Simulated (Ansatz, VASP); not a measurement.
**BaTiO3 in VASP and in Ansatz**

POSCAR

```
BaTiO3
1.0
    4.1949012301      0.0000000000      0.0000000000
    0.0000000000      2.9846005671      2.7768070593
    0.0000000000     -2.9846005671      2.7768070593
Ba Ti O
1 1 3
Direct
    0.0000000000      0.0044061011      0.0044061011
    0.5000000000      0.5135753575      0.5135753575
    0.0000000000      0.4947134013      0.4947134013
    0.5000000000      0.4954342957      0.9880908444
    0.5000000000      0.9880908444      0.4954342957
```

INCAR.step1

```
SYSTEM = BaTiO3
ALGO = Normal
EDIFF = 1E-4
ENCUT = 520
GGA = PE
ISMEAR = 0
LASPH = .TRUE.
LCHARG = .FALSE.
LDAU = .TRUE.
LDAUJ = 0 0 0
LDAUL = -1 2 -1
LDAUTYPE = 2
LDAUU = 0 4 0
LMAXMIX = 4
LREAL = .FALSE.
LWAVE = .TRUE.
NBANDS = 28
NELM = 150
PREC = Accurate
SIGMA = 0.05
```

INCAR.step2

```
SYSTEM = BaTiO3
ALGO = Normal
EDIFF = 1E-7
ENCUT = 520
ISIF = 2
ISMEAR = 0
ISTART = 1
LASPH = .TRUE.
LCHARG = .FALSE.
LDAU = .TRUE.
LDAUJ = 0 0 0
LDAUL = -1 2 -1
LDAUPRINT = 1
LDAUTYPE = 2
LDAUU = 0 4 0
LMAXMIX = 4
LMIXTAU = .TRUE.
LREAL = .FALSE.
LWAVE = .FALSE.
METAGGA = R2SCAN
NBANDS = 28
NELM = 150
PREC = Accurate
SIGMA = 0.05
```

KPOINTS

```
k-points
0
G
  6 6 6
  0 0 0
```

Input for Ansatz:

```yaml
crystal:
  lattice:
    - [4.1949012301, 0.0, 0.0]
    - [0.0, 2.9846005671, 2.7768070593]
    - [0.0, -2.9846005671, 2.7768070593]
  atoms:
    - { symbol: Ba, position: [0.0, 0.0044061011, 0.0044061011] }
    - { symbol: Ti, position: [0.5, 0.5135753575, 0.5135753575] }
    - { symbol: O, position: [0.0, 0.4947134013, 0.4947134013] }
    - { symbol: O, position: [0.5, 0.4954342957, 0.9880908444] }
    - { symbol: O, position: [0.5, 0.9880908444, 0.4954342957] }
basis:
  ecutwfc: 500
kpoints:
  mp_grid: { grid: [6, 6, 6] }
hamiltonian:
  xc: r2scan
  hubbard: { sites: [{ species: Ti, l: d, u_eff: 4.0 }] }
scf:
  occupations: { method: gaussian, width: 0.05 }
output:
  forces: true
  stress: true
  eigenvalues: true
```

Change from the starting cell: strain +0.050 along x and y, -0.025 along z, atoms carried along.

Alike in both runs: task single point; functional r2SCAN; k mesh 6 × 6 × 6; occupations gaussian, width 0.05 eV; no spin polarisation; Hubbard terms Ti d U = 4.0 eV.

|  | VASP | Ansatz |
| --- | --- | --- |
| version | VASP 6.6.1 | Ansatz 0.2.0 |
| potentials or method | VASP PAW PBE potentials, release 64 (Ba_sv, Ti_sv, O), cutoff 520 eV | scalar-relativistic, plane waves, PAW |
| valence electrons in the cell | 40 | 40 |

|  | VASP | Ansatz | Ansatz less VASP |
| --- | --- | --- | --- |
| gap on the k mesh at the Fermi level (eV) | 2.41 | 2.44 | +0.027 |
| least direct gap on the mesh (eV) | 2.63 | 2.64 | +0.008 |
| pressure (GPa) | -7.5 | -10.5 | -2.96 |
| traceless stress, the component that is largest in VASP (GPa) | 10.50 | 10.07 | -0.430 |
| rms of the force components (eV/Å) | 0.079 | 0.139 | +0.0599 |

VASP's potentials were made for PBE, not for r2SCAN. The programs project onto different local orbitals, so the same U acts differently, and such runs can settle in different states. Atom by atom the forces differ by 0.177 eV/Å (rms over components).

Neither program's run includes spin-orbit coupling.
